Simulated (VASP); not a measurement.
# SrO (sol) (Fm-3m) in VASP: further runs

SrO (sol) is run at these levels: PBEsol; tasks: single point.

All numbers are computed with VASP 6.6.1; they aren't measurements. Logs are shortened: lines on timing, memory, paths and dates and some standing lists are left out, and cuts for length are marked.

**1. The cell of the first run**

The structure is cubic, space group Fm-3m (No. 225). Conventional cell: a = 5.160 Å, b = 5.160 Å, c = 5.160 Å, α = 90.00°, β = 90.00°, γ = 90.00°. Sr (site symmetry m-3m) has 6 O at 2.58 Å within 3.4 Å. O (site symmetry m-3m) has 6 Sr at 2.58 Å within 3.4 Å.

**2. Single point, PBEsol**

Input file INCAR:

```
SYSTEM = SrO
ALGO     = Normal         ! electronic algorithm
EDIFF    = 1E-7           ! SCF threshold, eV
ENCUT    = 520            ! plane-wave cutoff, eV
GGA      = PS             ! functional
ISIF     = 2              ! what is computed and relaxed
ISMEAR   = 0              ! smearing method
LASPH    = .TRUE.         ! aspherical terms in the spheres
LCHARG   = .FALSE.        ! write CHGCAR
LREAL    = .FALSE.        ! projectors in reciprocal space
LWAVE    = .FALSE.        ! write WAVECAR
NBANDS   = 15             ! bands
NELM     = 80             ! most SCF steps
PREC     = Accurate       ! precision mode
SIGMA    = 0.1            ! smearing width, eV
```

Input file KPOINTS:

```
k-points
0
G
  6 6 6
  0 0 0
```

Input file POSCAR:

```
SrO
1.0
    0.0000000000      2.5800000000      2.5800000000
    2.5800000000      0.0000000000      2.5800000000
    2.5800000000      2.5800000000      0.0000000000
Sr O
1 1
Direct
    0.0000000000      0.0000000000      0.0000000000
    0.5000000000      0.5000000000      0.5000000000
```

Potentials or basis: VASP PAW PBE potentials, release 64 (Sr_sv, O).

Command:

```console
$ cat potpaw_PBE.64/Sr_sv/POTCAR potpaw_PBE.64/O/POTCAR > POTCAR
$ mpirun -np 1 vasp_std > vasp.out
```

OUTCAR:

```text
SYSTEM = SrO
   EDIFF = 1E-7
   ENCUT = 520
   GGA = PS
   ISIF = 2
   ISMEAR = 0
   LASPH = .TRUE.
   LREAL = .FALSE.
   NELM = 80
   PREC = Accurate

 ion  position               nearest neighbor table
   1  0.000  0.000  0.000-   2 2.58   2 2.58   2 2.58   2 2.58   2 2.58   2 2.58
   2  0.500  0.500  0.500-   1 2.58   1 2.58   1 2.58   1 2.58   1 2.58   1 2.58

  LATTYP: Found a face centered cubic cell.
 ALAT       =     5.1600000000

  Lattice vectors:

 A1 = (   0.0000000000,   2.5800000000,   2.5800000000)
 A2 = (   2.5800000000,   0.0000000000,   2.5800000000)
 A3 = (   2.5800000000,   2.5800000000,   0.0000000000)

Analysis of symmetry for initial positions (statically):
=====================================================================
 Subroutine PRICEL returns:
 Original cell was already a primitive cell.

 Routine SETGRP: Setting up the symmetry group for a
 face centered cubic supercell.

 Subroutine GETGRP returns: Found 48 space group operations
 (whereof 48 operations were pure point group operations)
 out of a pool of 48 trial point group operations.

The static configuration has the point symmetry O_h .

Analysis of symmetry for dynamics (positions and initial velocities):
=====================================================================
 Subroutine PRICEL returns:
 Original cell was already a primitive cell.

 Routine SETGRP: Setting up the symmetry group for a
 face centered cubic supercell.

 Subroutine GETGRP returns: Found 48 space group operations
 (whereof 48 operations were pure point group operations)
 out of a pool of 48 trial point group operations.

The dynamic configuration has the point symmetry O_h .

 Subroutine INISYM returns: Found 48 space group operations
 (whereof 48 operations are pure point group operations),
 and found     1 'primitive' translations

----------------------------------------------------------------------------------------

                                     Primitive cell

  volume of cell :      34.3470

  direct lattice vectors                    reciprocal lattice vectors
     0.000000000  2.580000000  2.580000000    -0.193798450  0.193798450  0.193798450
     2.580000000  0.000000000  2.580000000     0.193798450 -0.193798450  0.193798450
     2.580000000  2.580000000  0.000000000     0.193798450  0.193798450 -0.193798450

  length of vectors
     3.648670991  3.648670991  3.648670991     0.335668761  0.335668761  0.335668761

  position of ions in fractional coordinates (direct lattice)
     0.000000000  0.000000000  0.000000000
     0.500000000  0.500000000  0.500000000

  ion indices of the primitive-cell ions
   primitive index   ion index
                 1           1
                 2           2

----------------------------------------------------------------------------------------

 KPOINTS: k-points

Automatic generation of k-mesh.
 Grid dimensions read from file:
 generate k-points for:    6    6    6

 Generating k-lattice:

  Cartesian coordinates                     Fractional coordinates (reciprocal lattice)
    -0.032299742  0.032299742  0.032299742     0.166666667  0.000000000  0.000000000
     0.032299742 -0.032299742  0.032299742     0.000000000  0.166666667  0.000000000
     0.032299742  0.032299742 -0.032299742     0.000000000  0.000000000  0.166666667

  Length of vectors
     0.055944794  0.055944794  0.055944794

  Shift w.r.t. Gamma in fractional coordinates (k-lattice)
     0.000000000  0.000000000  0.000000000

 Subroutine IBZKPT returns following result:
 ===========================================

 Found     16 irreducible k-points:

 Following reciprocal coordinates:
            Coordinates               Weight
  0.000000  0.000000  0.000000      1.000000
  0.166667  0.000000  0.000000      8.000000
  0.333333  0.000000  0.000000      8.000000
  0.500000  0.000000  0.000000      4.000000
  0.166667  0.166667  0.000000      6.000000
  0.333333  0.166667  0.000000     24.000000
[... 8 lines left out ...]
 -0.333333  0.333333  0.166667     24.000000
 -0.333333  0.500000  0.166667     12.000000
   k-points           NKPTS =     16   k-points in BZ     NKDIM =     16   number of bands    NBANDS=     15
   number of dos      NEDOS =    301   number of ions     NIONS =      2
   total plane-waves  NPLWV =  21952
   dimension x,y,z NGX =    28 NGY =   28 NGZ =   28
   dimension x,y,z NGXF=    56 NGYF=   56 NGZF=   56
   ions per type =               1   1
   NGX,Y,Z   is equivalent  to a cutoff of  12.76, 12.76, 12.76 a.u.
   NGXF,Y,Z  is equivalent  to a cutoff of  25.52, 25.52, 25.52 a.u.
 SYSTEM =  SrO
   PREC   = accura    normal or accurate (medium, high low for compatibility)
   ISTART =      0    job   : 0-new  1-cont  2-samecut
   ICHARG =      2    charge: 1-file 2-atom 10-const
   ISPIN  =      1    spin polarized calculation?
   LNONCOLLINEAR =      F non collinear calculations
   LSORBIT =      F    spin-orbit coupling
   LASPH  =      T    aspherical Exc in radial PAW
   ENCUT  =  520.0 eV  38.22 Ry    6.18 a.u.   6.78  6.78  6.78*2*pi/ulx,y,z
   NELM   =     80;   NELMIN=  2; NELMDL= -5     # of ELM steps
   EDIFF  = 0.1E-06   stopping-criterion for ELM
   LREAL  =      F    real-space projection
   EDIFFG = 0.1E-05   stopping-criterion for IOM
   NSW    =      0    number of steps for IOM
   IBRION =     -1    ionic relax: 0-MD 1-quasi-New 2-CG
   NFREE  =      0    steps in history (QN), initial steepest desc. (CG)
   ISIF   =      2    stress and relaxation
   ISYM   =      2    0-nonsym 1-usesym 2-fastsym
   POTIM  = 0.5000    time-step for ionic-motion
   TEBEG  =    0.0;   TEEND  =   0.0 temperature during run
   PSTRESS=    0.0 pullay stress
   NELECT =      16.0000    total number of electrons
   NUPDOWN=      -1.0000    fix difference up-down
   EMIN   =  10.00;   EMAX   =-10.00  energy-range for DOS
   EFERMI =   0.00;   METHOD = LEGACY
   ISMEAR =     0;   SIGMA  =   0.10  broadening in eV -4-tet -1-fermi 0-gaus
   EFERMI_NEDOS =   21; number of points for ismear=-14 and -15
   IALGO  =     38    algorithm
   IMIX   =      4    mixing-type and parameters
     AMIX     =   0.40;   BMIX     =  1.00
     AMIX_MAG =   1.60;   BMIX_MAG =  1.00
  volume/ion in A,a.u.               =      17.17       115.89
  Fermi-wavevector in a.u.,A,eV,Ry     =   1.269069  2.398192 21.912663  1.610535
  Thomas-Fermi vector in A             =   2.402130
   LORBIT       =      0    0 simple, 1 ext, 2 COOP (PROOUT), +10 PAW based schemes
   GGA     = PS    functional components
   LHFCALC =     F    Hartree Fock is set to
   AEXX    =    0.0000 exact exchange contribution
   IVDW    =     0    specifies the selected vdW correction
   LEPSILON=     F    determine dielectric tensor
   LRPA    =     F    only Hartree local field effects (RPA)
 non-spin polarized calculation
 Gauss-broadening in eV      SIGMA  =   0.10
  energy-cutoff  :      520.00
  volume of cell :       34.35
 maximum number of plane-waves:       941
   NGX = 13   NGY = 13   NGZ = 13

 number of electron      15.9999998 magnetization

 Free energy of the ion-electron system (eV)
  ---------------------------------------------------
  ext. energy  EPLUGINS =         0.00000000
  ---------------------------------------------------
  free energy    TOTEN  =       -12.63772262 eV

  energy without entropy =      -12.63772262  energy(sigma->0) =      -12.63772262

 E-fermi :   1.8590     XC(G=0): -10.2269

 val. band max:        1.4398482896   @ k =   0.0000   0.0000   0.0000
 cond. band min:       4.6024938950   @ k =   0.5000   0.5000   0.0000
 fundamental gap:      3.1626456054
 Fermi energy:         1.8589797359

 k-point     1 :       0.0000    0.0000    0.0000
  band No.  band energies     occupation
      1     -30.8337      2.00000
      2     -13.5448      2.00000
      3     -12.4973      2.00000
      4     -12.4973      2.00000
      5     -12.4973      2.00000
      6       1.4398      2.00000
      7       1.4398      2.00000
      8       1.4398      2.00000
      9       5.1892      0.00000
     10       7.5796      0.00000
     11       7.5796      0.00000
     12       7.5796      0.00000
     13       9.7506      0.00000
     14       9.7506      0.00000
     15      13.8751      0.00000

 k-point     2 :       0.1667    0.0000    0.0000
  band No.  band energies     occupation
      1     -30.8003      2.00000
      2     -14.1051      2.00000
      3     -12.5182      2.00000
      4     -12.5182      2.00000
      5     -12.0189      2.00000
      6       0.6973      2.00000
      7       1.1124      2.00000
      8       1.1124      2.00000
      9       6.3531      0.00000
     10       7.3606      0.00000
     11       8.1141      0.00000
     12       8.1141      0.00000
     13      10.4441      0.00000
     14      10.4441      0.00000
     15      15.5498      0.00000

 k-point     3 :       0.3333    0.0000    0.0000
  band No.  band energies     occupation
      1     -30.7325      2.00000
      2     -14.7896      2.00000
      3     -12.5591      2.00000
      4     -12.5591      2.00000
      5     -11.4997      2.00000
      6      -0.3414      2.00000
      7       0.5525      2.00000
      8       0.5525      2.00000
      9       7.5266      0.00000
     10       8.4844      0.00000
     11       9.4107      0.00000
     12       9.4107      0.00000
     13      12.0042      0.00000
     14      12.0042      0.00000
     15      17.1088      0.00000

 k-point     4 :       0.5000    0.0000    0.0000
  band No.  band energies     occupation
      1     -30.6981      2.00000
      2     -15.0596      2.00000
      3     -12.5791      2.00000
      4     -12.5791      2.00000
      5     -11.3120      2.00000
      6      -0.7646      2.00000
      7       0.3067      2.00000
      8       0.3067      2.00000
      9       7.8850      0.00000
     10       9.6438      0.00000
     11      10.2260      0.00000
     12      10.2260      0.00000
     13      13.3035      0.00000
     14      13.3035      0.00000
     15      16.0306      0.00000
[... 163 lines left out ...]
 k-point    14 :       0.5000    0.3333    0.1667
  band No.  band energies     occupation
      1     -30.6897      2.00000
      2     -14.5382      2.00000
      3     -12.9131      2.00000
      4     -12.7453      2.00000
      5     -11.8356      2.00000
      6       0.0790      2.00000
      7       0.6108      2.00000
      8       1.0668      2.00000
      9       6.3914      0.00000
     10       8.5031      0.00000
     11      10.1604      0.00000
     12      10.8106      0.00000
     13      12.1748      0.00000
     14      13.4061      0.00000
     15      15.5331      0.00000

 k-point    15 :      -0.3333    0.3333    0.1667
  band No.  band energies     occupation
      1     -30.6675      2.00000
      2     -14.5246      2.00000
      3     -13.0283      2.00000
      4     -12.8828      2.00000
      5     -11.8067      2.00000
      6       0.0962      2.00000
      7       0.7559      2.00000
      8       0.8154      2.00000
      9       7.5398      0.00000
     10       7.6570      0.00000
     11      10.3245      0.00000
     12      11.4869      0.00000
     13      12.8314      0.00000
     14      14.1746      0.00000
     15      14.9687      0.00000

 k-point    16 :      -0.3333    0.5000    0.1667
  band No.  band energies     occupation
      1     -30.6576      2.00000
      2     -14.0990      2.00000
      3     -13.3126      2.00000
      4     -13.0171      2.00000
      5     -12.0929      2.00000
      6       0.5501      2.00000
      7       0.9580      2.00000
      8       1.0867      2.00000
      9       5.9847      0.00000
     10       8.8995      0.00000
     11       9.7995      0.00000
     12      12.3818      0.00000
     13      12.5265      0.00000
     14      14.1534      0.00000
     15      14.7524      0.00000

------------------------ aborting loop because EDIFF is reached ----------------------------------------

  FORCE on cell =-STRESS in cart. coord.  units (eV):
  Direction    XX          YY          ZZ          XY          YZ          ZX
  --------------------------------------------------------------------------------------
  -------------------------------------------------------------------------------------
  Total       -0.2959209     -0.2959209     -0.2959209      0.0000000      0.0000000     -0.0000000
  in kB      -13.8037490    -13.8037490    -13.8037490      0.0000000      0.0000000     -0.0000000
  external PRESSURE =     -13.8037490 kB  Pullay stress =       0.0000000 kB

 VOLUME and BASIS-vectors are now :
 -----------------------------------------------------------------------------
  energy-cutoff  :      520.00
  volume of cell :       34.35
      direct lattice vectors                 reciprocal lattice vectors
     0.000000000  2.580000000  2.580000000    -0.193798450  0.193798450  0.193798450
     2.580000000  0.000000000  2.580000000     0.193798450 -0.193798450  0.193798450
     2.580000000  2.580000000  0.000000000     0.193798450  0.193798450 -0.193798450

 POSITION                                       TOTAL-FORCE (eV/Angst)
 -----------------------------------------------------------------------------------
      0.00000      0.00000      0.00000        -0.000000     -0.000000      0.000000
      2.58000      2.58000      2.58000         0.000000      0.000000     -0.000000
 -----------------------------------------------------------------------------------
    total drift:                                0.000000      0.000000      0.000000

  FREE ENERGIE OF THE ION-ELECTRON SYSTEM (eV)
  ---------------------------------------------------
  free  energy   TOTEN  =       -12.6377226213 eV

  energy  without entropy=      -12.6377226212  energy(sigma->0) =      -12.63772262
```

Run time: 7.7 s. Hardware: 1 thread of Intel Xeon Platinum 8488C (Sapphire Rapids), shared host; peak memory 0.15 GiB.

Results:

```
Free energy            : -12.6377 eV
Pressure               : -1.4 GPa
Band gap on the k mesh : 3.16 eV, indirect (least direct gap 3.26 eV)
```

Levels at points of the mesh, in eV from the valence-band top:
| k point | band 4 | band 5 | band 6 | band 7 | band 8 | band 9 | band 10 | band 11 | band 12 | band 13 |
| --- | --- | --- | --- | --- | --- | --- | --- | --- | --- | --- |
| (0.00, 0.00, 0.00) | -13.94 | -13.94 | 0.00 | 0.00 | 0.00 | 3.75 | 6.14 | 6.14 | 6.14 | 8.31 |
| (0.50, 0.00, 0.00) | -14.02 | -12.75 | -2.20 | -1.13 | -1.13 | 6.45 | 8.20 | 8.79 | 8.79 | 11.86 |
| (0.50, 0.50, 0.00) | -14.30 | -14.30 | -0.46 | -0.09 | -0.09 | 3.16 | 7.68 | 10.13 | 10.13 | 11.07 |

Caveat: the PAW data sets were made with another functional, which shifts forces and pressure a little. A k mesh can miss the band edges.

**3. Single point, PBEsol**

This run uses another cell than the first one, of 16.80 Å³/atom, 0.978 times its volume.

Input file INCAR:

```
SYSTEM = SrO
  PREC = Accurate
  ENCUT = 520
  EDIFF = 1E-6
  ISMEAR = 0
  SIGMA = 0.02
  LREAL = .False.
  LASPH = .True.
  NELM = 100
  ALGO = Normal
  ISIF = 2
  LWAVE = .False.
  LCHARG = .True.
  GGA = PS
  LELF = .True.
  LVHAR = .True.
  NBANDS = 15
```

Input file KPOINTS:

```
Automatic mesh
0
Gamma
  6 6 6
  0 0 0
```

Input file POSCAR:

```
SrO
1.0
    0.0000000000      2.5613268558      2.5613268558
    2.5613268558      0.0000000000      2.5613268558
    2.5613268558      2.5613268558      0.0000000000
Sr O
1 1
Direct
    0.0000000000      0.0000000000      0.0000000000
    0.5000000000      0.5000000000      0.5000000000
```

Potentials or basis: VASP PAW PBE potentials, release 64 (Sr_sv, O).

Command:

```console
$ cat potpaw_PBE.64/Sr_sv/POTCAR potpaw_PBE.64/O/POTCAR > POTCAR
$ mpirun -np 1 vasp_std > vasp.out
```

Wall time 8.3 s (1 thread of Intel Xeon Platinum 8488C (Sapphire Rapids), shared host); peak memory 0.16 GiB.

The run converged. Its results:

* Free energy: -12.6390 eV
* Pressure: 0.6 GPa
* Band gap on the k mesh: 3.15 eV, indirect (least direct gap 3.23 eV)

Levels at points of the mesh, in eV from the valence-band top:
```tsv
k point	band 6	band 7	band 8	band 9	band 10	band 11
(0.00, 0.00, 0.00)	0.00	0.00	0.00	3.90	6.19	6.19
(0.50, 0.00, 0.00)	-2.25	-1.18	-1.18	6.54	8.38	8.91
(0.50, 0.50, 0.00)	-0.42	-0.08	-0.08	3.15	7.85	10.27
```

Caveat: the PAW data sets were made with another functional, which shifts forces and pressure a little. A k mesh can miss the band edges.
